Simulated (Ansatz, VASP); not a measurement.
# C in VASP and in Ansatz

Contents of INCAR:

```
SYSTEM = C
PREC = Accurate
ENCUT = 520
EDIFF = 1E-6
ISMEAR = 0
SIGMA = 0.15
LREAL = .False.
LASPH = .True.
NELM = 60
ALGO = Normal
ISIF = 2
LWAVE = .False.
LCHARG = .False.
GGA = PE
IVDW = 12
NBANDS = 16
```

KPOINTS

```
regular mesh
0
Gamma
  18 18 6
  0 0 0
```

Contents of POSCAR:

```
C
1.0
    2.4649495834     -0.2464949583      0.0000000000
   -1.4459456875      2.2579564375      0.0000000000
    0.0000000000      0.0000000000      6.8980931922
C
4
Direct
    0.0000000000      0.0000000000      0.0025000000
    0.0000000000      0.0000000000      0.5025000000
    0.3333333333      0.6666666667      0.0025000000
    0.6666666667      0.3333333333      0.5025000000
```

Input for Ansatz:

```yaml
crystal:
  lattice:
    - [2.4649495834, -0.2464949583, 0.0]
    - [-1.4459456875, 2.2579564375, 0.0]
    - [0.0, 0.0, 6.8980931922]
  atoms:
    - { symbol: C, position: [0.0, 0.0, 0.0025] }
    - { symbol: C, position: [0.0, 0.0, 0.5025] }
    - { symbol: C, position: [0.3333333333, 0.6666666667, 0.0025] }
    - { symbol: C, position: [0.6666666667, 0.3333333333, 0.5025] }
basis:
  ecutwfc: 520.0
kpoints:
  mp_grid: { grid: [18, 18, 6] }
hamiltonian:
  xc: pbe
  pseudopotentials: { kind: paw, azcp: { folder: soft_1 } }
  dispersion: d3bj
scf:
  occupations: { method: gaussian, width: 0.15 }
output:
  forces: true
  stress: true
  eigenvalues: true
```

Change from the starting cell: engineering shear strain xy -0.2000, normal strain along z +0.0233.

Alike in both runs: task single point; functional PBE; dispersion D3(BJ); k mesh 18 × 18 × 6; occupations gaussian, width 0.15 eV; no spin polarisation.

|  | VASP | Ansatz |
| --- | --- | --- |
| version | VASP 6.6.1 | Ansatz 0.2.0 |
| potentials or method | VASP PAW PBE potentials, release 64 (C), cutoff 520 eV | scalar-relativistic, plane waves, PAW |
| valence electrons in the cell | 16 | 16 |

```tsv
	VASP	Ansatz	Ansatz less VASP
gap on the k mesh at the Fermi level (eV)	0.36	0.35	-0.002
least direct gap on the mesh (eV)	0.36	0.35	-0.002
pressure (GPa)	16.1	15.7	-0.44
traceless stress, the component that is largest in VASP (GPa)	91.74	91.49	-0.255
rms of the force components (eV/Å)	1.669	1.648	-0.0208
```

Atom by atom the forces differ by 0.025 eV/Å (rms over components).
